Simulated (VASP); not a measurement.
# MgO (Fm-3m) in VASP: a series of runs, part 2 of 2

VASP 6.6.1. Earlier steps stand in the parts before.

## (3) Single point, r2SCAN

This run uses another cell than the first one, of 9.29 Å³/atom.

POSCAR

```
MgO
1.0
    0.0000000000      2.1021680206      2.1021680206
    2.1021680206      0.0000000000      2.1021680206
    2.1021680206      2.1021680206      0.0000000000
Mg O
1 1
Direct
    0.0000000000      0.0000000000      0.0000000000
    0.5000000000      0.5000000000      0.5000000000
```

INCAR.step1

```
SYSTEM = MgO
ALGO = Normal
EDIFF = 1E-5
ENCUT = 920
GGA = PE
GGA_COMPAT = .FALSE.
ISMEAR = 0
LASPH = .TRUE.
LCHARG = .FALSE.
LREAL = .FALSE.
LWAVE = .TRUE.
NBANDS = 15
NELM = 120
PREC = Accurate
SIGMA = 0.01
```

INCAR.step2

```
SYSTEM = MgO
ALGO = Normal
EDIFF = 1E-6
ENCUT = 920
GGA_COMPAT = .FALSE.
ISIF = 2
ISMEAR = 0
ISTART = 1
LASPH = .TRUE.
LCHARG = .FALSE.
LMIXTAU = .TRUE.
LREAL = .FALSE.
LWAVE = .FALSE.
METAGGA = R2SCAN
NBANDS = 15
NELM = 120
PREC = Accurate
SIGMA = 0.01
```

KPOINTS

```
k-points
0
G
  10 10 10
  0 0 0
```

Potentials or basis: VASP PAW PBE potentials, release 64 (Mg_sv, O).

On the command line:

```sh
$ cat potpaw_PBE.64/Mg_sv/POTCAR potpaw_PBE.64/O/POTCAR > POTCAR
$ cp INCAR.step1 INCAR
$ mpirun -np 1 vasp_std > vasp.out
$ cp INCAR.step2 INCAR
$ mpirun -np 1 vasp_std > vasp.out
```

OUTCAR:

```text
SYSTEM = MgO
   EDIFF = 1E-6
   ENCUT = 920
   ISIF = 2
   ISMEAR = 0
   ISTART = 1
   LASPH = .TRUE.
   LREAL = .FALSE.
   METAGGA = R2SCAN
   NELM = 120
   PREC = Accurate

 ion  position               nearest neighbor table
   1  0.000  0.000  0.000-   2 2.10   2 2.10   2 2.10   2 2.10   2 2.10   2 2.10
   2  0.500  0.500  0.500-   1 2.10   1 2.10   1 2.10   1 2.10   1 2.10   1 2.10

  LATTYP: Found a face centered cubic cell.
 ALAT       =     4.2043360412

  Lattice vectors:

 A1 = (   0.0000000000,   2.1021680206,   2.1021680206)
 A2 = (   2.1021680206,   0.0000000000,   2.1021680206)
 A3 = (   2.1021680206,   2.1021680206,   0.0000000000)

Analysis of symmetry for initial positions (statically):
=====================================================================
 Subroutine PRICEL returns:
 Original cell was already a primitive cell.

 Routine SETGRP: Setting up the symmetry group for a
 face centered cubic supercell.

 Subroutine GETGRP returns: Found 48 space group operations
 (whereof 48 operations were pure point group operations)
 out of a pool of 48 trial point group operations.

The static configuration has the point symmetry O_h .

Analysis of symmetry for dynamics (positions and initial velocities):
=====================================================================
 Subroutine PRICEL returns:
 Original cell was already a primitive cell.

 Routine SETGRP: Setting up the symmetry group for a
 face centered cubic supercell.

 Subroutine GETGRP returns: Found 48 space group operations
 (whereof 48 operations were pure point group operations)
 out of a pool of 48 trial point group operations.

The dynamic configuration has the point symmetry O_h .

 Subroutine INISYM returns: Found 48 space group operations
 (whereof 48 operations are pure point group operations),
 and found     1 'primitive' translations

----------------------------------------------------------------------------------------

                                     Primitive cell

  volume of cell :      18.5794

  direct lattice vectors                    reciprocal lattice vectors
     0.000000000  2.102168021  2.102168021    -0.237849684  0.237849684  0.237849684
     2.102168021  0.000000000  2.102168021     0.237849684 -0.237849684  0.237849684
     2.102168021  2.102168021  0.000000000     0.237849684  0.237849684 -0.237849684

  length of vectors
     2.972914525  2.972914525  2.972914525     0.411967738  0.411967738  0.411967738

  position of ions in fractional coordinates (direct lattice)
     0.000000000  0.000000000  0.000000000
     0.500000000  0.500000000  0.500000000

  ion indices of the primitive-cell ions
   primitive index   ion index
                 1           1
                 2           2

----------------------------------------------------------------------------------------

 KPOINTS: k-points

Automatic generation of k-mesh.
 Grid dimensions read from file:
 generate k-points for:   10   10   10

 Generating k-lattice:

  Cartesian coordinates                     Fractional coordinates (reciprocal lattice)
    -0.023784968  0.023784968  0.023784968     0.100000000  0.000000000  0.000000000
     0.023784968 -0.023784968  0.023784968     0.000000000  0.100000000  0.000000000
     0.023784968  0.023784968 -0.023784968     0.000000000  0.000000000  0.100000000

  Length of vectors
     0.041196774  0.041196774  0.041196774

  Shift w.r.t. Gamma in fractional coordinates (k-lattice)
     0.000000000  0.000000000  0.000000000

 Subroutine IBZKPT returns following result:
 ===========================================

 Found     47 irreducible k-points:

 Following reciprocal coordinates:
            Coordinates               Weight
  0.000000  0.000000  0.000000      1.000000
  0.100000  0.000000  0.000000      8.000000
  0.200000  0.000000  0.000000      8.000000
  0.300000  0.000000  0.000000      8.000000
  0.400000  0.000000  0.000000      8.000000
  0.500000  0.000000  0.000000      4.000000
[... 16 lines left out ...]
  0.300000  0.300000  0.000000      6.000000
  0.400000  0.300000  0.000000     24.000000
 [... further k-points ...]
   k-points           NKPTS =     47   k-points in BZ     NKDIM =     47   number of bands    NBANDS=     15
   number of dos      NEDOS =    301   number of ions     NIONS =      2
   total plane-waves  NPLWV =  27000
   dimension x,y,z NGX =    30 NGY =   30 NGZ =   30
   dimension x,y,z NGXF=    60 NGYF=   60 NGZF=   60
   ions per type =               1   1
   NGX,Y,Z   is equivalent  to a cutoff of  16.78, 16.78, 16.78 a.u.
   NGXF,Y,Z  is equivalent  to a cutoff of  33.55, 33.55, 33.55 a.u.
 SYSTEM =  MgO
   PREC   = accura    normal or accurate (medium, high low for compatibility)
   ISTART =      1    job   : 0-new  1-cont  2-samecut
   ICHARG =      0    charge: 1-file 2-atom 10-const
   ISPIN  =      1    spin polarized calculation?
   LNONCOLLINEAR =      F non collinear calculations
   LSORBIT =      F    spin-orbit coupling
   LASPH  =      T    aspherical Exc in radial PAW
   ENCUT  =  920.0 eV  67.62 Ry    8.22 a.u.   7.35  7.35  7.35*2*pi/ulx,y,z
   NELM   =    120;   NELMIN=  2; NELMDL=  0     # of ELM steps
   EDIFF  = 0.1E-05   stopping-criterion for ELM
   LREAL  =      F    real-space projection
[... 7 lines left out ...]
   TEBEG  =    0.0;   TEEND  =   0.0 temperature during run
   PSTRESS=    0.0 pullay stress
   NELECT =      16.0000    total number of electrons
   NUPDOWN=      -1.0000    fix difference up-down
   EMIN   =  10.00;   EMAX   =-10.00  energy-range for DOS
   EFERMI =   0.00;   METHOD = LEGACY
   ISMEAR =     0;   SIGMA  =   0.01  broadening in eV -4-tet -1-fermi 0-gaus
   EFERMI_NEDOS =   21; number of points for ismear=-14 and -15
   IALGO  =     38    algorithm
   IMIX   =      4    mixing-type and parameters
     AMIX     =   0.40;   BMIX     =  1.00
     AMIX_MAG =   1.60;   BMIX_MAG =  1.00
  volume/ion in A,a.u.               =       9.29        62.69
  Fermi-wavevector in a.u.,A,eV,Ry     =   1.557534  2.943312 33.006518  2.425911
  Thomas-Fermi vector in A             =   2.661170
   LORBIT       =      0    0 simple, 1 ext, 2 COOP (PROOUT), +10 PAW based schemes
   METAGGA = R2SCAN    functional components
   LHFCALC =     F    Hartree Fock is set to
   AEXX    =    0.0000 exact exchange contribution
   IVDW    =     0    specifies the selected vdW correction
   LEPSILON=     F    determine dielectric tensor
   LRPA    =     F    only Hartree local field effects (RPA)
 non-spin polarized calculation
 Gauss-broadening in eV      SIGMA  =   0.01
  energy-cutoff  :      920.00
  volume of cell :       18.58
 maximum number of plane-waves:      1243
 NGX is ok and might be reduce to    30
   NGX = 15   NGY = 15   NGZ = 15

 number of electron      15.9999999 magnetization

 Free energy of the ion-electron system (eV)
  ---------------------------------------------------
  ext. energy  EPLUGINS =         0.00000000
  ---------------------------------------------------
  free energy    TOTEN  =       -16.15467547 eV

  energy without entropy =      -16.15467547  energy(sigma->0) =      -16.15467547

 E-fermi :   2.8319     XC(G=0): -12.0718

 val. band max:        2.5441803735   @ k =   0.0000   0.0000   0.0000
 cond. band min:       8.2453767495   @ k =   0.0000   0.0000   0.0000
 fundamental gap:      5.7011963759
 Fermi energy:         2.8318608749

 k-point     1 :       0.0000    0.0000    0.0000
  band No.  band energies     occupation
      1     -72.4067      2.00000
      2     -37.4925      2.00000
      3     -37.4925      2.00000
      4     -37.4925      2.00000
      5     -15.6710      2.00000
      6       2.5442      2.00000
      7       2.5442      2.00000
      8       2.5442      2.00000
      9       8.2454      0.00000
     10      19.4390      0.00000
     11      19.4390      0.00000
     12      19.4390      0.00000
     13      23.5609      0.00000
     14      25.3989      0.00000
     15      25.3989      0.00000
[... 397 lines left out ...]
 k-point    24 :       0.4000    0.3000    0.0000
  band No.  band energies     occupation
      1     -72.3976      2.00000
      2     -37.5527      2.00000
      3     -37.5166      2.00000
      4     -37.5142      2.00000
      5     -14.4506      2.00000
      6      -1.0345      2.00000
      7       1.2253      2.00000
      8       1.4392      2.00000
      9      13.2203      0.00000
     10      13.7302      0.00000
     11      17.4532      0.00000
     12      22.1691      0.00000
     13      22.3878      0.00000
     14      28.9624      0.00000
     15      31.2194      0.00000

 [... further k-points ...]
[... 5 lines left out ...]
  --------------------------------------------------------------------------------------
  -------------------------------------------------------------------------------------
  Total        0.0578430      0.0578430      0.0578430     -0.0000000      0.0000000     -0.0000000
  in kB        4.9880299      4.9880299      4.9880299     -0.0000000      0.0000000     -0.0000000
  external PRESSURE =       4.9880299 kB  Pullay stress =       0.0000000 kB

 VOLUME and BASIS-vectors are now :
 -----------------------------------------------------------------------------
  energy-cutoff  :      920.00
  volume of cell :       18.58
      direct lattice vectors                 reciprocal lattice vectors
     0.000000000  2.102168021  2.102168021    -0.237849684  0.237849684  0.237849684
     2.102168021  0.000000000  2.102168021     0.237849684 -0.237849684  0.237849684
     2.102168021  2.102168021  0.000000000     0.237849684  0.237849684 -0.237849684

 POSITION                                       TOTAL-FORCE (eV/Angst)
 -----------------------------------------------------------------------------------
      0.00000      0.00000      0.00000        -0.000000      0.000000      0.000000
      2.10217      2.10217      2.10217         0.000000     -0.000000     -0.000000
 -----------------------------------------------------------------------------------
    total drift:                                0.000000      0.000000      0.000000

  FREE ENERGIE OF THE ION-ELECTRON SYSTEM (eV)
  ---------------------------------------------------
  free  energy   TOTEN  =       -16.1546754719 eV

  energy  without entropy=      -16.1546754719  energy(sigma->0) =      -16.15467547
```

Run time: 83 s. Hardware: 1 thread of AMD EPYC 9R45 (Zen 5), shared host; peak memory 0.15 GiB.

Results:

| Item | Value |
| --- | --- |
| Free energy | -16.1547 eV |
| Pressure | 0.5 GPa |
| Band gap on the k mesh | 5.70 eV |

Levels at points of the mesh, in eV from the valence-band top:
```csv
k point,band 5,band 6,band 7,band 8,band 9,band 10,band 11,band 12
"(0.00, 0.00, 0.00)",-18.22,0.00,0.00,0.00,5.70,16.89,16.89,16.89
"(0.50, 0.00, 0.00)",-16.92,-4.62,-0.68,-0.68,8.87,13.91,17.57,17.57
"(0.50, 0.50, 0.00)",-16.71,-4.09,-1.37,-1.37,10.05,11.22,14.38,20.55
```

Caveat: the PAW data sets were made with another functional, which shifts forces and pressure a little.

## (4) Comparison with measurements

Step 3. Against the measured gap of MgO, 7.83 eV (quoted in “Electronic structure of alkaline earth and post-transition metal oxides”, 2009, arxiv:0908.1581), the calculated 5.70 eV is off by -2.13 eV. The value is that of r2SCAN, without temperature or zero-point motion.
